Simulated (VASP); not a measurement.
# Se (P3_121) in VASP: vibrations by perturbation theory with LDA

Aim: the vibrations by perturbation theory of Se with LDA.

All numbers are computed with VASP 6.6.1; they aren't measurements. Logs are shortened: lines on timing, memory, paths and dates and some standing lists are left out, and cuts for length are marked.

## 1. The cell of the first run

Symmetry: P3_121, No. 152, trigonal system. Conventional cell: a = 4.366 Å, b = 4.366 Å, c = 4.954 Å, α = 90.00°, β = 90.00°, γ = 120.00°. Se (site symmetry 2) has 2 Se at 2.37 Å within 3.1 Å.

## 2. Vibrations by perturbation theory, LDA

Contents of INCAR:

```
SYSTEM = Se
ALGO     = Normal         ! electronic algorithm
EDIFF    = 1E-8           ! SCF threshold, eV
ENCUT    = 520            ! plane-wave cutoff, eV
IBRION   = 8              ! ionic algorithm
ISIF     = 2              ! what is computed and relaxed
ISMEAR   = 0              ! smearing method
LASPH    = .TRUE.         ! aspherical terms in the spheres
LCHARG   = .FALSE.        ! write CHGCAR
LEPSILON = .TRUE.         ! dielectric tensor by DFPT
LREAL    = .FALSE.        ! projectors in reciprocal space
LWAVE    = .FALSE.        ! write WAVECAR
NELM     = 80             ! most SCF steps
NSW      = 1              ! ionic steps
PREC     = Accurate       ! precision mode
SIGMA    = 0.01           ! smearing width, eV
```

Contents of KPOINTS:

```
k-points
0
G
  6 6 5
  0 0 0
```

Contents of POSCAR:

```
Se
1.0
    4.3662000000      0.0000000000      0.0000000000
   -2.1831000000      3.7812401180      0.0000000000
    0.0000000000      0.0000000000      4.9536000000
Se
3
Direct
    0.7746000000      0.7746000000      0.0000000000
    0.0000000000      0.2254000000      0.6666666667
    0.2254000000      0.0000000000      0.3333333333
```

Potentials or basis: VASP PAW LDA potentials, release 64 (Se).

The run is started by

```bash
> cat potpaw_LDA.64/Se/POTCAR > POTCAR
> mpirun -np 1 vasp_std > vasp.out
```

OUTCAR:

```text
SYSTEM = Se
   EDIFF = 1E-8
   ENCUT = 520
   IBRION = 8
   ISIF = 2
   ISMEAR = 0
   LASPH = .TRUE.
   LEPSILON = .TRUE.
   LREAL = .FALSE.
   NELM = 80
   NSW = 1
   PREC = Accurate

 ion  position               nearest neighbor table
   1  0.775  0.775  0.000-   2 2.37   3 2.37
   2  0.000  0.225  0.667-   1 2.37   3 2.37
   3  0.225  0.000  0.333-   1 2.37   2 2.37

  LATTYP: Found a hexagonal cell.
 ALAT       =     4.3662000000
 C/A-ratio  =     1.1345334616

  Lattice vectors:

 A1 = (   4.3662000000,   0.0000000000,   0.0000000000)
 A2 = (  -2.1831000000,   3.7812401180,   0.0000000000)
 A3 = (   0.0000000000,   0.0000000000,   4.9536000000)

Analysis of symmetry for initial positions (statically):
=====================================================================
 Subroutine PRICEL returns:
 Original cell was already a primitive cell.

 Routine SETGRP: Setting up the symmetry group for a
 hexagonal supercell.

 Subroutine GETGRP returns: Found  6 space group operations
 (whereof  2 operations were pure point group operations)
 out of a pool of 24 trial point group operations.

The static configuration has the point symmetry C_2 .
 The point group associated with its full space group is D_3 .

Analysis of symmetry for dynamics (positions and initial velocities):
=====================================================================
 Subroutine PRICEL returns:
 Original cell was already a primitive cell.

 Routine SETGRP: Setting up the symmetry group for a
 hexagonal supercell.

 Subroutine GETGRP returns: Found  6 space group operations
 (whereof  2 operations were pure point group operations)
 out of a pool of 24 trial point group operations.

The dynamic configuration has the point symmetry C_2 .
 The point group associated with its full space group is D_3 .

[... 635 lines left out ...]
  x    -1.78027     1.78027     0.00000     0.00000     0.15197     0.00000
  y     0.00000    -0.00000     0.00000     1.78027     0.00000    -0.15197
  z    -0.00000     0.00000     0.00000    -0.00000    -0.00000     0.00000

 PIEZOELECTRIC TENSOR (including local field effects)  for field in x, y, z        (C/m^2)
          XX          YY          ZZ          XY          YZ          ZX
  --------------------------------------------------------------------------------
  x    -0.34877     0.34877     0.00000     0.00000     0.02977     0.00000
  y     0.00000    -0.00000     0.00000     0.34877     0.00000    -0.02977
  z    -0.00000     0.00000     0.00000    -0.00000    -0.00000     0.00000

 BORN EFFECTIVE CHARGES (including local field effects) (in |e|, cummulative output)
 ---------------------------------------------------------------------------------
 ion    1
    1    -0.42769     0.74078     0.36925
    2     0.74078     0.42769    -0.21319
    3     0.72734    -0.41993     0.00000
 ion    2
    1    -0.42769    -0.74078    -0.36925
    2    -0.74078     0.42769    -0.21319
    3    -0.72734    -0.41993     0.00000
 ion    3
    1     0.85537     0.00000     0.00000
    2     0.00000    -0.85537     0.42637
    3     0.00000     0.83985     0.00000

 INTERNAL STRAIN TENSOR FOR ION    3 for displacements in x,y,z  (eV/Angst):
          X           Y           Z          XY          YZ          ZX
  --------------------------------------------------------------------------------
  x   -12.84413    -6.21126   -11.65084     0.00000    -4.59921     0.00000
  y    -0.00000    -0.00000    -0.00000    -3.20705    -0.00000    -4.35336
  z     0.00000     0.00000     0.00000    -4.62106     0.00000   -11.65672

 SECOND DERIVATIVES (NOT SYMMETRIZED)
 ------------------------------------
               1X          1Y          1Z          2X          2Y          2Z          3X          3Y          3Z
  1X    -4.330024   -1.887802   -1.714455    0.523745    0.576646    0.001469    3.806280    1.311156    1.712986
  1Y    -1.887802   -6.509870    0.989841   -0.584016    4.896203   -1.977137    2.471818    1.613668    0.987296
  1Z    -1.710836    0.987752   -8.804004   -0.000399   -1.976194    4.402002    1.711235    0.988442    4.402002
  2X     0.523745   -0.576646   -0.001469   -4.330024    1.887802    1.714455    3.806280   -1.311156   -1.712986
  2Y     0.584016    4.896203   -1.977137    1.887802   -6.509870    0.989841   -2.471818    1.613668    0.987296
  2Z     0.000399   -1.976194    4.402002    1.710836    0.987752   -8.804004   -1.711235    0.988442    4.402002
  3X     3.799897    2.475503    1.711516    3.799897   -2.475503   -1.711516   -7.599793   -0.000000    0.000000
  3Y     1.314841    1.620051    0.989841   -1.314841    1.620051    0.989841    0.000000   -3.240101   -1.979682
  3Z     1.711634    0.987752    4.402002   -1.711634    0.987752    4.402002    0.000000   -1.975503   -8.804004

 Eigenvectors and eigenvalues of the dynamical matrix
 ----------------------------------------------------

   1 f  =    6.968230 THz    43.782679 2PiTHz  232.435128 cm-1    28.818270 meV
             X         Y         Z           dx          dy          dz
      1.691029  2.928949  0.000000     0.288675    0.500000    0.000000
     -0.492071  0.852292  3.302400     0.288675   -0.500000   -0.000000
      0.984141  0.000000  1.651200    -0.577350   -0.000000    0.000000
[... 43 lines left out ...]
   9 f/i=    0.004336 THz     0.027247 2PiTHz    0.144649 cm-1     0.017934 meV
             X         Y         Z           dx          dy          dz
      1.691029  2.928949  0.000000    -0.184288   -0.547711    0.000029
     -0.492071  0.852292  3.302400    -0.183337   -0.547392    0.000112
      0.984141  0.000000  1.651200    -0.184089   -0.546728   -0.000141

--------------------------------------------------------------------------------------------------------

 MACROSCOPIC STATIC DIELECTRIC TENSOR IONIC CONTRIBUTION
 ------------------------------------------------------
           1.082253    -0.000000     0.000000
           0.000000     1.082253    -0.000000
           0.000000    -0.000000     1.812796
 ------------------------------------------------------

 ELASTIC MODULI CONTR FROM IONIC RELAXATION (kBar)
 Direction    XX          YY          ZZ          XY          YZ          ZX
 --------------------------------------------------------------------------------
 XX        -440.4285   -239.7582   -415.8794     -0.0000   -160.4934     -0.0000
 YY        -239.7582   -440.4285   -415.8794     -0.0000    160.4934     -0.0000
 ZZ        -415.8794   -415.8794   -508.5535     -0.0000      0.0000     -0.0000
 XY          -0.0000     -0.0000     -0.0000   -101.0389     -0.0000   -156.3928
 YZ        -160.4934    160.4934      0.0000     -0.0000   -326.9199      0.0000
 ZX          -0.0000      0.0000     -0.0000   -156.3928      0.0000   -331.5247
 --------------------------------------------------------------------------------

 PIEZOELECTRIC TENSOR IONIC CONTR  for field in x, y, z        (C/m^2)
          XX          YY          ZZ          XY          YZ          ZX
  --------------------------------------------------------------------------------
  x    -0.18383     0.18383     0.00000    -0.00000    -0.08519    -0.00000
  y     0.00000     0.00000     0.00000     0.18383     0.00000     0.05301
  z     0.00000     0.00000     0.00000     0.03361     0.00000    -0.00000
```

Run time: 9.8 min. Hardware: 1 thread of Intel Xeon Platinum 8259CL at 2.50GHz (Skylake/Cascade Lake), shared host; peak memory 0.34 GiB.

What came out:

- Electronic dielectric tensor (diagonal): 10.19, 10.19, 14.96
- Born charges (mean of the diagonal): Se +0.00 e
- Highest phonon frequency at Γ: 232 cm⁻¹

Phonon frequencies in cm⁻¹ (negative: imaginary):
| q point | frequencies |
| --- | --- |
| (0.000, 0.000, 0.000) | 0 0 0 94 131 131 230 230 232 |

Electronic dielectric tensor:
```
10.19  0.00  0.00
 0.00 10.19  0.00
 0.00  0.00 14.96
```

Born effective charge tensors (e):
atom 1, Se
```
-0.43  0.74  0.37
 0.74  0.43 -0.21
 0.73 -0.42  0.00
```
atom 2, Se
```
-0.43 -0.74 -0.37
-0.74  0.43 -0.21
-0.73 -0.42  0.00
```
atom 3, Se
```
 0.86  0.00  0.00
 0.00 -0.86  0.43
 0.00  0.84  0.00
```

Caveat: the cell stands under pressure or tension, which shifts response properties.
